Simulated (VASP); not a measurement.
# InSe (R3m) in VASP: notebook, part 2 of 2

VASP 6.6.1. Earlier steps stand in the parts before.

### 4 Single point, PBE (volume scaled by 1.04)

The COD entry that gives the cell may itself be a prediction, so a difference from it is no test against experiment.

Contents of INCAR:

```
SYSTEM = InSe
PREC = Accurate
ENCUT = 520
EDIFF = 1E-6
ISMEAR = -1
SIGMA = 0.01
LREAL = .FALSE.
LASPH = .TRUE.
NELM = 80
ALGO = Normal
ISIF = 2
LWAVE = .FALSE.
LCHARG = .TRUE.
GGA = PE
LELF = .TRUE.
LVHAR = .TRUE.
NBANDS = 27
```

Contents of KPOINTS:

```
Automatic mesh
0
G
  7 7 7
  0 0 0
```

Contents of POSCAR:

```
InSe
1.0
    2.0263184533      1.1698955045      8.4261124190
   -2.0263184533      1.1698955045      8.4261124190
    0.0000000000     -2.3397910090      8.4261124190
In Se
2 2
Direct
    0.0000000000      0.0000000000      0.0000000000
    0.1122000000      0.1122000000      0.1122000000
    0.6155000000      0.6155000000      0.6155000000
    0.8300000000      0.8300000000      0.8300000000
```

Potentials or basis: VASP PAW PBE potentials, release 64 (In_d, Se).

On the command line:

```bash
$ cat potpaw_PBE.64/In_d/POTCAR potpaw_PBE.64/Se/POTCAR > POTCAR
$ mpirun -np 1 vasp_std > vasp.out
```

OUTCAR:

```text
SYSTEM = InSe
   PREC = Accurate
   ENCUT = 520
   EDIFF = 1E-6
   ISMEAR = -1
   LREAL = .FALSE.
   LASPH = .TRUE.
   NELM = 80
   ISIF = 2
   GGA = PE

 ion  position               nearest neighbor table
   1  0.000  0.000  0.000-   3 2.67   3 2.67   3 2.67   2 2.84
   2  0.112  0.112  0.112-   4 2.67   4 2.67   4 2.67   1 2.84
   3  0.615  0.615  0.615-   1 2.67   1 2.67   1 2.67
   4  0.830  0.830  0.830-   2 2.67   2 2.67   2 2.67

  LATTYP: Found a trigonal (rhomboedric) cell.
 ALAT       =     8.7449409640
 COS(alpha) =     0.8926179648

  Lattice vectors:

 A1 = (   2.0263184533,   1.1698955045,   8.4261124190)
 A2 = (  -2.0263184533,   1.1698955045,   8.4261124190)
 A3 = (   0.0000000000,  -2.3397910090,   8.4261124190)

Analysis of symmetry for initial positions (statically):
=====================================================================
 Subroutine PRICEL returns:
 Original cell was already a primitive cell.

 Routine SETGRP: Setting up the symmetry group for a
 trigonal (rhombohedral) supercell.

 Subroutine GETGRP returns: Found  6 space group operations
 (whereof  6 operations were pure point group operations)
 out of a pool of 12 trial point group operations.

The static configuration has the point symmetry C_3v.

Analysis of symmetry for dynamics (positions and initial velocities):
=====================================================================
 Subroutine PRICEL returns:
 Original cell was already a primitive cell.

 Routine SETGRP: Setting up the symmetry group for a
 trigonal (rhombohedral) supercell.

 Subroutine GETGRP returns: Found  6 space group operations
 (whereof  6 operations were pure point group operations)
 out of a pool of 12 trial point group operations.

The dynamic configuration has the point symmetry C_3v.

 Subroutine INISYM returns: Found  6 space group operations
 (whereof  6 operations are pure point group operations),
 and found     1 'primitive' translations

----------------------------------------------------------------------------------------

                                     Primitive cell

  volume of cell :     119.8487

  direct lattice vectors                    reciprocal lattice vectors
     2.026318453  1.169895504  8.426112419     0.246752922  0.142462866  0.039559564
    -2.026318453  1.169895504  8.426112419    -0.246752922  0.142462866  0.039559564
     0.000000000 -2.339791009  8.426112419     0.000000000 -0.284925732  0.039559564

  length of vectors
     8.744940964  8.744940964  8.744940964     0.287658881  0.287658881  0.287658881

  position of ions in fractional coordinates (direct lattice)
     0.000000000  0.000000000  0.000000000
     0.112200000  0.112200000  0.112200000
     0.615500000  0.615500000  0.615500000
     0.830000000  0.830000000  0.830000000

  ion indices of the primitive-cell ions
   primitive index   ion index
                 1           1
                 2           2
                 3           3
                 4           4

----------------------------------------------------------------------------------------

 KPOINTS: Automatic mesh

Automatic generation of k-mesh.
 Grid dimensions read from file:
 generate k-points for:    7    7    7

 Generating k-lattice:

  Cartesian coordinates                     Fractional coordinates (reciprocal lattice)
     0.035250417  0.020351838  0.005651366     0.142857143 -0.000000000  0.000000000
    -0.035250417  0.020351838  0.005651366    -0.000000000  0.142857143  0.000000000
     0.000000000 -0.040703676  0.005651366     0.000000000  0.000000000  0.142857143

  Length of vectors
     0.041094126  0.041094126  0.041094126

  Shift w.r.t. Gamma in fractional coordinates (k-lattice)
     0.000000000  0.000000000  0.000000000

 Subroutine IBZKPT returns following result:
 ===========================================

 Found     44 irreducible k-points:

 Following reciprocal coordinates:
            Coordinates               Weight
  0.000000  0.000000  0.000000      1.000000
  0.142857  0.000000  0.000000      6.000000
  0.285714  0.000000  0.000000      6.000000
  0.428571  0.000000  0.000000      6.000000
  0.142857  0.142857  0.000000      6.000000
  0.285714  0.142857  0.000000     12.000000
[... 16 lines left out ...]
  0.285714  0.285714  0.142857      6.000000
  0.428571  0.285714  0.142857     12.000000
 [... further k-points ...]
   k-points           NKPTS =     44   k-points in BZ     NKDIM =     44   number of bands    NBANDS=     27
   number of dos      NEDOS =    301   number of ions     NIONS =      4
   total plane-waves  NPLWV = 343000
   dimension x,y,z NGX =    70 NGY =   70 NGZ =   70
   dimension x,y,z NGXF=   140 NGYF=  140 NGZF=  140
   ions per type =               2   2
   NGX,Y,Z   is equivalent  to a cutoff of  13.31, 13.31, 13.31 a.u.
   NGXF,Y,Z  is equivalent  to a cutoff of  26.61, 26.61, 26.61 a.u.
 SYSTEM =  InSe
   PREC   = accura    normal or accurate (medium, high low for compatibility)
   ISTART =      0    job   : 0-new  1-cont  2-samecut
   ICHARG =      2    charge: 1-file 2-atom 10-const
   ISPIN  =      1    spin polarized calculation?
   LNONCOLLINEAR =      F non collinear calculations
   LSORBIT =      F    spin-orbit coupling
   LASPH  =      T    aspherical Exc in radial PAW
   ENCUT  =  520.0 eV  38.22 Ry    6.18 a.u.  16.26 16.26 16.26*2*pi/ulx,y,z
   NELM   =     80;   NELMIN=  2; NELMDL= -5     # of ELM steps
   EDIFF  = 0.1E-05   stopping-criterion for ELM
   LREAL  =      F    real-space projection
   EDIFFG = 0.1E-04   stopping-criterion for IOM
   NSW    =      0    number of steps for IOM
   IBRION =     -1    ionic relax: 0-MD 1-quasi-New 2-CG
   NFREE  =      0    steps in history (QN), initial steepest desc. (CG)
   ISIF   =      2    stress and relaxation
   ISYM   =      2    0-nonsym 1-usesym 2-fastsym
   POTIM  = 0.5000    time-step for ionic-motion
   TEBEG  =    0.0;   TEEND  =   0.0 temperature during run
   PSTRESS=    0.0 pullay stress
   NELECT =      38.0000    total number of electrons
   NUPDOWN=      -1.0000    fix difference up-down
   EMIN   =  10.00;   EMAX   =-10.00  energy-range for DOS
   EFERMI =   0.00;   METHOD = LEGACY
   ISMEAR =    -1;   SIGMA  =   0.01  broadening in eV -4-tet -1-fermi 0-gaus
   EFERMI_NEDOS =   21; number of points for ismear=-14 and -15
   IALGO  =     38    algorithm
   IMIX   =      4    mixing-type and parameters
     AMIX     =   0.40;   BMIX     =  1.00
     AMIX_MAG =   1.60;   BMIX_MAG =  1.00
  volume/ion in A,a.u.               =      29.96       202.19
  Fermi-wavevector in a.u.,A,eV,Ry     =   1.116327  2.109553 16.955403  1.246187
  Thomas-Fermi vector in A             =   2.252940
   LORBIT       =      0    0 simple, 1 ext, 2 COOP (PROOUT), +10 PAW based schemes
   GGA     = PE    functional components
   LHFCALC =     F    Hartree Fock is set to
   AEXX    =    0.0000 exact exchange contribution
   IVDW    =     0    specifies the selected vdW correction
   LEPSILON=     F    determine dielectric tensor
   LRPA    =     F    only Hartree local field effects (RPA)
 non-spin polarized calculation
  energy-cutoff  :      520.00
  volume of cell :      119.85
 maximum number of plane-waves:      3255
 NGX is ok and might be reduce to    70
   NGX = 33   NGY = 33   NGZ = 33

 number of electron      37.9999998 magnetization

 Free energy of the ion-electron system (eV)
  ---------------------------------------------------
  ext. energy  EPLUGINS =         0.00000000
  ---------------------------------------------------
  free energy    TOTEN  =       -14.17671183 eV

  energy without entropy =      -14.17671183  energy(sigma->0) =      -14.17671183

 E-fermi :   3.9556     XC(G=0):  -8.8122

 val. band max:        3.7164991257   @ k =  -0.4286   0.4286   0.4286
 cond. band min:       4.3601382446   @ k =   0.4286   0.4286   0.4286
 fundamental gap:      0.6436391189
 Fermi energy:         3.9555982128

 k-point     1 :       0.0000    0.0000    0.0000
  band No.  band energies     occupation
      1     -10.8591      2.00000
      2     -10.6963      2.00000
      3     -10.6963      2.00000
      4     -10.6256      2.00000
      5     -10.6256      2.00000
      6     -10.6126      2.00000
[... 19 lines left out ...]
     26       9.2764      0.00000
     27      11.3182      0.00000
[... 667 lines left out ...]
      5     -10.6214      2.00000
      6     -10.5950      2.00000
[... 19 lines left out ...]
     26      10.4776      0.00000
     27      10.8230      0.00000

 [... further k-points ...]

------------------------ aborting loop because EDIFF is reached ----------------------------------------

  FORCE on cell =-STRESS in cart. coord.  units (eV):
  Direction    XX          YY          ZZ          XY          YZ          ZX
  --------------------------------------------------------------------------------------
  -------------------------------------------------------------------------------------
  Total        0.7881296      0.7881296      0.3647893      0.0000000     -0.0000000      0.0000000
  in kB       10.5359802     10.5359802      4.8766261      0.0000000     -0.0000000      0.0000000
  external PRESSURE =       8.6495288 kB  Pullay stress =       0.0000000 kB

 VOLUME and BASIS-vectors are now :
 -----------------------------------------------------------------------------
  energy-cutoff  :      520.00
  volume of cell :      119.85
      direct lattice vectors                 reciprocal lattice vectors
     2.026318453  1.169895504  8.426112419     0.246752922  0.142462866  0.039559564
    -2.026318453  1.169895504  8.426112419    -0.246752922  0.142462866  0.039559564
     0.000000000 -2.339791009  8.426112419     0.000000000 -0.284925732  0.039559564

 POSITION                                       TOTAL-FORCE (eV/Angst)
 -----------------------------------------------------------------------------------
      0.00000      0.00000      0.00000         0.000000     -0.000000      0.081752
      0.00000      0.00000      2.83623         0.000000     -0.000000     -0.080219
      0.00000      0.00000     15.55882         0.000000      0.000000      0.100782
      0.00000      0.00000     20.98102         0.000000      0.000000     -0.102314
 -----------------------------------------------------------------------------------
    total drift:                               -0.000000     -0.000000      0.000277

  FREE ENERGIE OF THE ION-ELECTRON SYSTEM (eV)
  ---------------------------------------------------
  free  energy   TOTEN  =       -14.1767118321 eV

  energy  without entropy=      -14.1767118321  energy(sigma->0) =      -14.17671183
```

OSZICAR:

```text
N       E                     dE             d eps       ncg     rms          rms(c)
DAV:   1     0.335706589501E+03    0.33571E+03   -0.17164E+04  2376   0.153E+03
DAV:   2     0.258718547897E+02   -0.30983E+03   -0.30046E+03  2382   0.382E+02
DAV:   3    -0.127715679913E+02   -0.38643E+02   -0.37949E+02  2973   0.145E+02
DAV:   4    -0.145552666193E+02   -0.17837E+01   -0.17779E+01  2746   0.320E+01
DAV:   5    -0.146302279472E+02   -0.74961E-01   -0.74947E-01  3689   0.642E+00    0.625E+00
DAV:   6    -0.141854312411E+02    0.44480E+00   -0.90758E-01  3347   0.149E+01    0.388E+00
DAV:   7    -0.141758014367E+02    0.96298E-02   -0.34313E-01  3221   0.366E+00    0.127E+00
DAV:   8    -0.141753504750E+02    0.45096E-03   -0.26859E-02  3552   0.174E+00    0.523E-01
DAV:   9    -0.141765333748E+02   -0.11829E-02   -0.60672E-03  2965   0.648E-01    0.157E-01
DAV:  10    -0.141765708266E+02   -0.37452E-04   -0.40880E-04  3106   0.161E-01    0.760E-02
DAV:  11    -0.141767096991E+02   -0.13887E-03   -0.22180E-04  2885   0.109E-01    0.249E-02
DAV:  12    -0.141767066354E+02    0.30637E-05   -0.18264E-05  3529   0.415E-02    0.157E-02
DAV:  13    -0.141767105587E+02   -0.39233E-05   -0.79480E-06  2311   0.163E-02    0.732E-03
DAV:  14    -0.141767117794E+02   -0.12206E-05   -0.37598E-06  2263   0.211E-02    0.263E-03
DAV:  15    -0.141767118321E+02   -0.52744E-07   -0.30349E-07  1518   0.708E-03
   1 F= -.14176712E+02 E0= -.14176712E+02  d E =-.370316E-12
```

stdout:

```text
POSCAR found type information on POSCAR InSe
 POSCAR found :  2 types and       4 ions
 scaLAPACK will be used
 LDA part: xc-table for (Slater+PW92), standard interpolation
 POSCAR, INCAR and KPOINTS ok, starting setup
 FFT: planning ... GRIDC
 FFT: planning ... GRID_SOFT
 FFT: planning ... GRID
 WAVECAR not read
 entering main loop
```

It took 4.9 min on 1 thread of Intel Xeon 6975P-C (Granite Rapids), shared host; peak memory 0.68 GiB.

Results:

```yaml
Free_energy: -14.1767 eV
Pressure: 0.9 GPa
Largest_force: 0.102 eV/Å
Band_gap_on_the_k_mesh: 0.64 eV, indirect (least direct gap 0.67 eV)
```

Forces on the atoms (eV/Å):
```
In   0.000  0.000  0.082
In   0.000  0.000 -0.080
Se   0.000  0.000  0.101
Se   0.000  0.000 -0.102
```

Levels at points of the mesh, in eV from the valence-band top:
```tsv
k point	band 16	band 17	band 18	band 19	band 20	band 21	band 22	band 23
(0.00, 0.00, 0.00)	-1.14	-1.14	-1.02	-1.02	1.82	2.17	4.46	4.46
```

Caveat: spin-orbit coupling is left out, which moves the levels of the heavy elements.

### 5 Summary

| cell | gap on the mesh (eV) | pressure (GPa) | largest force (eV/Å) |
| --- | --- | --- | --- |
| a = 8.573 Å, angles 26.8°, 4 atoms | 0.79 | 4.2 | 0.34 |
| a = 8.660 Å, angles 26.8°, 4 atoms | 0.71 | 2.4 | 0.19 |
| a = 8.745 Å, angles 26.8°, 4 atoms | 0.64 | 0.9 | 0.10 |

Alike in all rows: task single point; level PBE; potentials or basis VASP PAW PBE potentials, release 64 (In_d, Se); no spin polarisation; k mesh 7 × 7 × 7; cutoff (eV) 520; smearing fermi-dirac 0.01 eV.

Caveats: spin-orbit coupling is left out, which moves the levels of the heavy elements.

Absolute energies hang on the potentials; compare differences alone.
